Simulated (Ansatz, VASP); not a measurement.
**In2GaP3: VASP beside Ansatz**

Contents of INCAR:

```
PREC = Accurate
ENCUT = 520
EDIFF = 1E-6
ISMEAR = 0
SIGMA = 0.1
LREAL = F
LASPH = T
NELM = 60
ALGO = Normal
ISIF = 2
LWAVE = F
LCHARG = F
GGA = PE
NBANDS = 36
```

KPOINTS

```
regular mesh
0
Gamma
  6 6 6
```

Contents of POSCAR:

```
In2GaP3
1.0
   -1.9695861200      1.9695861200      8.3562462300
    1.9695861200     -1.9695861200      8.3562462300
    1.9695861200      1.9695861200     -8.3562462300
In Ga P
2 1 3
Direct
    0.6666666700      0.6666666700      0.0000000000
    0.3333333300      0.3333333300      0.0000000000
    0.0000000000      0.0000000000      0.0000000000
    0.1666666700      0.1666666700      0.0000000000
    0.8333333300      0.8333333300      0.0000000000
    0.5000000000      0.5000000000      0.0000000000
```

Input for Ansatz:

```yaml
crystal:
  lattice:
    - [-1.96958612, 1.96958612, 8.35624623]
    - [1.96958612, -1.96958612, 8.35624623]
    - [1.96958612, 1.96958612, -8.35624623]
  atoms:
    - { symbol: In, position: [0.66666667, 0.66666667, 0.0] }
    - { symbol: In, position: [0.33333333, 0.33333333, 0.0] }
    - { symbol: Ga, position: [0.0, 0.0, 0.0] }
    - { symbol: P, position: [0.16666667, 0.16666667, 0.0] }
    - { symbol: P, position: [0.83333333, 0.83333333, 0.0] }
    - { symbol: P, position: [0.5, 0.5, 0.0] }
basis:
  ecutwfc: 420
kpoints:
  mp_grid: { grid: [6, 6, 6] }
hamiltonian:
  xc: pbe
scf:
  occupations: { method: gaussian, width: 0.1 }
  lower_state_search: "off"
output:
  forces: true
  stress: true
  eigenvalues: true
```

Alike in both runs: task single point; functional PBE; k mesh 6 × 6 × 6; occupations gaussian, width 0.1 eV; no spin polarisation.

|  | VASP | Ansatz |
| --- | --- | --- |
| version | VASP 6.6.1 | Ansatz 0.2.0 |
| potentials or method | VASP PAW PBE potentials, release 64 (In_d, Ga_d, P), cutoff 520 eV | scalar-relativistic, plane waves, PAW |
| valence electrons in the cell | 54 | 54 |

|  | VASP | Ansatz | Ansatz less VASP |
| --- | --- | --- | --- |
| gap on the k mesh at the Fermi level (eV) | none | none | - |
| pressure (GPa) | -4.8 | -4.8 | +0.01 |
| traceless stress, the component that is largest in VASP (GPa) | -0.11 | -0.11 | -0.002 |
| rms of the force components (eV/Å) | 0.105 | 0.105 | +0.0006 |

Atom by atom the forces differ by 0.001 eV/Å (rms over components). A gap of «none» marks a metal or a gap that the smearing closes. The functional is the same, so the differences come from potentials, cutoffs and numerics.

The k mesh is coarse, so the values compare programs but aren't converged.
